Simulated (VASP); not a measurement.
Si, 4 atoms in the cell. The structure is monoclinic, space group Cm (No. 8). Conventional cell: a = 6.636 Å, b = 3.831 Å, c = 6.333 Å, α = 90.00°, β = 90.00°, γ = 90.00°. Within 2.5 Å of Si (site symmetry m) lie 3 Si at 1.92 to 2.38 Å. Within 3.3 Å of Si (site symmetry m) lie 5 Si at 2.35 to 3.20 Å. Si (site symmetry m) has 4 Si at 2.35 to 2.98 Å within 3.1 Å. Si (site symmetry m) has 4 Si at 1.92 to 2.38 Å within 2.5 Å.  This cell differs from its parent crystal: atom 1 (Si) moved by (+0.300, -0.600) A along y and z.

- Program: VASP 6.6.1
- Task: single point
- Functional: PBE
- Potentials or basis: VASP PAW PBE potentials, release 64 (Si)
- Cutoff: 520 eV
- k mesh: 12 × 12 × 6
- Occupations: gaussian, width 0.05 eV
- Spin: no spin polarisation
- Dipole correction: no
- Further INCAR settings: ALGO = Normal; EDIFF = 1e-06; NBANDS = 16

Potentials or basis: VASP PAW PBE potentials, release 64 (Si).

Run with:

```bash
$ cat potpaw_PBE.64/Si/POTCAR > POTCAR
$ mpirun -np 1 vasp_std > vasp.out
```

Hardware: 1 thread of Intel Xeon 8259CL, on a shared host.

Task: How long does it take, and how much memory?

Result: It took 6.3 min on 1 thread of Intel Xeon 8259CL (shared host), peak memory 0.34 GiB. Counts: scf iterations 14, k points 242.
